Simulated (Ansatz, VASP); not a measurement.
**BP in VASP and in Ansatz**

File POSCAR:

```
BP
1.0
    0.0000000000      2.2342428123      2.3363148189
    2.2342428123      0.0000000000      2.3363148189
    2.2342428123      2.2342428123      0.0000000000
B P
1 1
Direct
    0.0000000000      0.0000000000      0.0000000000
    0.7500000000      0.7500000000      0.7500000000
```

The input INCAR.step1:

```
PREC     = Accurate       # precision mode
ENCUT    = 520            # plane-wave cutoff, eV
ISMEAR   = 0              # smearing method
SIGMA    = 0.05           # smearing width, eV
LREAL    = F              # projectors in reciprocal space
LASPH    = T              # aspherical terms in the spheres
NELM     = 100            # most SCF steps
NBANDS   = 11             # bands
GGA      = PE             # functional
ALGO     = Normal         # electronic algorithm
EDIFF    = 1E-4           # SCF threshold, eV
LWAVE    = T              # write WAVECAR
LCHARG   = F              # write CHGCAR
```

File INCAR.step2:

```
PREC     = Accurate       # precision mode
ENCUT    = 520            # plane-wave cutoff, eV
EDIFF    = 1E-7           # SCF threshold, eV
ISMEAR   = 0              # smearing method
SIGMA    = 0.05           # smearing width, eV
LREAL    = F              # projectors in reciprocal space
LASPH    = T              # aspherical terms in the spheres
NELM     = 100            # most SCF steps
ALGO     = Normal         # electronic algorithm
ISIF     = 2              # what is computed and relaxed
LWAVE    = F              # write WAVECAR
LCHARG   = T              # write CHGCAR
METAGGA  = R2SCAN         # meta-GGA
LMIXTAU  = T            
LELF     = T              # ELF
LVHAR    = T            
NBANDS   = 11             # bands
ISTART   = 1
```

The input KPOINTS:

```
regular mesh
0
Gamma
  10 10 10
```

Input for Ansatz:

```yaml
crystal:
  lattice:
    - [0.0, 2.2342428123, 2.3363148189]
    - [2.2342428123, 0.0, 2.3363148189]
    - [2.2342428123, 2.2342428123, 0.0]
  atoms:
    - { symbol: B, position: [0.0, 0.0, 0.0] }
    - { symbol: P, position: [0.75, 0.75, 0.75] }
basis:
  ecutwfc: 500
kpoints:
  mp_grid: { grid: [10, 10, 10] }
hamiltonian:
  xc: r2scan
scf:
  occupations: { method: gaussian, width: 0.05 }
output:
  forces: true
  stress: true
  eigenvalues: true
```

Change from the starting cell: strain -0.015 along x and y, +0.030 along z, atoms carried along.

Alike in both runs: task single point; functional r2SCAN; k mesh 10 × 10 × 10; occupations gaussian, width 0.05 eV; no spin polarisation.

|  | VASP | Ansatz |
| --- | --- | --- |
| version | VASP 6.6.1 | Ansatz 0.2.0 |
| potentials or method | VASP PAW PBE potentials, release 64 (B, P), cutoff 520 eV | scalar-relativistic, plane waves, PAW |
| valence electrons in the cell | 8 | 8 |

|  | VASP | Ansatz | Ansatz less VASP |
| --- | --- | --- | --- |
| gap on the k mesh at the Fermi level (eV) | 1.09 | 1.06 | -0.029 |
| least direct gap on the mesh (eV) | 3.40 | 3.36 | -0.039 |
| pressure (GPa) | -0.4 | 0.1 | +0.51 |
| traceless stress, the component that is largest in VASP (GPa) | -9.13 | -9.09 | +0.040 |

VASP's potentials were made for PBE, not for r2SCAN.
